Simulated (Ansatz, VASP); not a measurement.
**Two plane-wave programs on AlN**

Contents of INCAR:

```
SYSTEM = AlN
ALGO     = Normal         ! electronic algorithm
EDIFF    = 1E-7           ! SCF threshold, eV
ENCUT    = 520            ! plane-wave cutoff, eV
GGA      = PS             ! functional
ISIF     = 2              ! what is computed and relaxed
ISMEAR   = 0              ! smearing method
LASPH    = .True.         ! aspherical terms in the spheres
LCHARG   = .True.         ! write CHGCAR
LELF     = .True.         ! ELF
LREAL    = .False.        ! projectors in reciprocal space
LVHAR    = .True.       
LWAVE    = .False.        ! write WAVECAR
NBANDS   = 16             ! bands
NELM     = 100            ! most SCF steps
PREC     = Accurate       ! precision mode
SIGMA    = 0.05           ! smearing width, eV
```

File KPOINTS:

```
k-points
0
Gamma
  9 9 6
  0 0 0
```

POSCAR

```
AlN
1.0
    3.3411000000      0.0000000000      0.0000000000
   -1.6705500000      2.8934774766      0.0000000000
    0.0000000000      0.0000000000      4.3056000000
Al N
2 2
Direct
    0.3333333333      0.6666666667      0.7500000000
    0.6666666667      0.3333333333      0.2500000000
    0.3333333333      0.6666666667      0.2500000000
    0.6666666667      0.3333333333      0.7500000000
```

Input for Ansatz:

```yaml
crystal:
  lattice:
    - [3.3411, 0.0, 0.0]
    - [-1.67055, 2.8934774766, 0.0]
    - [0.0, 0.0, 4.3056]
  atoms:
    - { symbol: Al, position: [0.3333333333, 0.6666666667, 0.75] }
    - { symbol: Al, position: [0.6666666667, 0.3333333333, 0.25] }
    - { symbol: "N", position: [0.3333333333, 0.6666666667, 0.25] }
    - { symbol: "N", position: [0.6666666667, 0.3333333333, 0.75] }
basis:
  ecutwfc: 520.0
kpoints:
  mp_grid: { grid: [9, 9, 6] }
hamiltonian:
  xc: pbesol
  pseudopotentials: { kind: paw, azcp: { folder: soft_1 } }
scf:
  occupations: { method: gaussian, width: 0.05 }
output:
  forces: true
  stress: true
  eigenvalues: true
```

Alike in both runs: task single point; functional PBEsol; k mesh 9 × 9 × 6; occupations gaussian, width 0.05 eV; no spin polarisation.

```csv
,VASP,Ansatz
version,VASP 6.6.1,Ansatz 0.2.0
potentials or method,"VASP PAW PBE potentials, release 64 (Al, N), cutoff 520 eV","scalar-relativistic, plane waves, PAW"
valence electrons in the cell,16,16
```

```csv
,VASP,Ansatz,Ansatz less VASP
gap on the k mesh at the Fermi level (eV),2.80,2.78,-0.011
least direct gap on the mesh (eV),2.80,2.78,-0.011
pressure (GPa),-11.3,-11.2,+0.04
"traceless stress, the component that is largest in VASP (GPa)",-1.01,-0.98,+0.026
```

VASP's potentials were made for PBE, not for PBEsol, and Ansatz warns of the same on its side.
